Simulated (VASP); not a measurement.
MgS (Niningerite): single point with PBE

MgS (Niningerite):

```
S Mg
1.0
     0.00000    2.60165    2.60165
     2.60165    0.00000    2.60165
     2.60165    2.60165    0.00000
S Mg
1 1
Cartesian
  2.6016 2.6016 2.6016
  0.0000 0.0000 0.0000
```

```yaml
Program: VASP 6.6.1
Task: single point
Functional: PBE
Potentials_or_basis: VASP PAW PBE potentials, release 64 (S, Mg)
Cutoff: 520 eV
k_mesh: 9 × 9 × 9
Occupations: fermi-dirac, width 0.05 eV
Spin: no spin polarisation
```

```
Pressure               : 0.9 GPa
Band gap on the k mesh : 2.91 eV, indirect (least direct gap 3.71 eV)
```

Levels at points of the mesh, in eV from the valence-band top:
```
           k point  band 1  band 2  band 3  band 4  band 5  band 6  band 7  band 8
(0.00, 0.00, 0.00)  -12.67    0.00    0.00    0.00    3.71    7.95    7.95    7.95
```

Run time: 14 s on 1 thread of Intel(R) Xeon(R) Platinum 8375C CPU @ 2.90GHz (Ice Lake) (shared host), peak memory 0.16 GiB.

A k mesh can miss the band edges.
